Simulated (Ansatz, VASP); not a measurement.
InSb: VASP beside Ansatz

INCAR

```
SYSTEM = InSb
PREC     = Accurate       ! precision mode
ENCUT    = 520            ! plane-wave cutoff, eV
EDIFF    = 1E-7           ! SCF threshold, eV
ISMEAR   = -1             ! smearing method
SIGMA    = 0.05           ! smearing width, eV
LREAL    = .False.        ! projectors in reciprocal space
LASPH    = .True.         ! aspherical terms in the spheres
NELM     = 80             ! most SCF steps
ALGO     = Normal         ! electronic algorithm
ISIF     = 2              ! what is computed and relaxed
LWAVE    = .False.        ! write WAVECAR
LCHARG   = .False.        ! write CHGCAR
GGA      = PS             ! functional
NBANDS   = 16             ! bands
```

Contents of KPOINTS:

```
regular mesh
0
Gamma
  9 9 9
  0 0 0
```

The input POSCAR:

```
InSb
1.0
    0.0000000000      3.2498612086      3.2498612086
    3.2498612086      0.0000000000      3.2498612086
    3.2498612086      3.2498612086      0.0000000000
In Sb
1 1
Direct
    0.0000000000      0.0000000000      0.0000000000
    0.7500000000      0.7500000000      0.7500000000
```

Input for Ansatz:

```yaml
crystal:
  lattice:
    - [0.0, 3.2498612086, 3.2498612086]
    - [3.2498612086, 0.0, 3.2498612086]
    - [3.2498612086, 3.2498612086, 0.0]
  atoms:
    - { symbol: In, position: [0.0, 0.0, 0.0] }
    - { symbol: Sb, position: [0.75, 0.75, 0.75] }
kpoints:
  mp_grid: { grid: [9, 9, 9] }
  band_path:
    path:
      - [0.0, 0.0, 0.0]
      - [-0.5, -0.5, 0.0]
      - [-0.375, -0.375, 0.25]
      - [-0.375, 0.0, 0.375]
      - [0.0, 0.0, 0.0]
      - [0.0, 0.0, 0.5]
      - [-0.5, -0.25, 0.25]
      - [-0.5, -0.5, 0.0]
    npoints: 5
scf:
  occupations: { method: fermi_dirac, width: 0.05 }
hamiltonian:
  xc: pbesol
  pseudopotentials: { kind: all_electron, lapw: { basis_error: 0.00025 } }
output:
  forces: true
  stress: true
  eigenvalues: true
```

Change from the starting cell: volume scaled by 1.01.

Alike in both runs: task single point; functional PBEsol; k mesh 9 × 9 × 9; occupations fermi-dirac, width 0.05 eV; no spin polarisation.

|  | VASP | Ansatz |
| --- | --- | --- |
| version | VASP 6.6.1 | Ansatz 0.2.0 |
| potentials or method | VASP PAW PBE potentials, release 64 (In_d, Sb), cutoff 520 eV | all-electron LAPW, scalar-relativistic |

|  | VASP | Ansatz | Ansatz less VASP |
| --- | --- | --- | --- |
| pressure (GPa) | 0.4 | 0.4 | -0.01 |

VASP's potentials were made for PBE, not for PBEsol. Ansatz ran all-electron here, and VASP with PAW potentials.

Neither program's run includes spin-orbit coupling.
